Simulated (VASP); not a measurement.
Here is a VASP 6.6.1 calculation.

File INCAR:

```
PREC = Accurate
ENCUT = 520
EDIFF = 1E-6
ISMEAR = 0
SIGMA = 0.1
LREAL = Auto
LASPH = True
NELM = 100
ALGO = Normal
ISIF = 2
LWAVE = False
LCHARG = True
GGA = PE
LELF = True
LVHAR = True
NBANDS = 46
```

File KPOINTS:

```
Automatic mesh
0
Gamma
  4 4 4
```

Contents of POSCAR:

```
BeS
1.0
    6.2672221100      0.0000000000      0.0000000000
    0.0000000000      6.2672221100      0.0000000000
    0.0000000000      0.0000000000      5.4734878500
Be S
8 8
Direct
    0.6409692500      0.8590307500      0.9309069100
    0.6409692500      0.1409692500      0.4309069100
    0.3590307500      0.8590307500      0.4309069100
    0.3590307500      0.1409692500      0.9309069100
    0.1409692500      0.3590307500      0.5690930900
    0.8590307500      0.6409692500      0.5690930900
    0.1409692500      0.6409692500      0.0690930900
    0.8590307500      0.3590307500      0.0690930900
    0.6409692500      0.8590307500      0.5690930900
    0.3590307500      0.1409692500      0.5690930900
    0.6409692500      0.1409692500      0.0690930900
    0.3590307500      0.8590307500      0.0690930900
    0.1409692500      0.3590307500      0.9309069100
    0.1409692500      0.6409692500      0.4309069100
    0.8590307500      0.3590307500      0.4309069100
    0.8590307500      0.6409692500      0.9309069100
```

Potentials or basis: VASP PAW PBE potentials, release 64 (Be, S).

Run with:

```bash
$ cat potpaw_PBE.64/Be/POTCAR potpaw_PBE.64/S/POTCAR > POTCAR
$ mpirun -np 1 vasp_std > vasp.out
```

(1) Predict the pressure.

(2) What does it give for the largest force?

(3) Estimate the band gap on the k mesh.

## Answers

(1) 34.0 GPa.

(2) 2.798 eV/Å.

(3) 2.96 eV.

Caveat: the cell stands under pressure; forces of over 1 eV/Å act on the atoms, so gaps and moduli don't describe the material at rest.
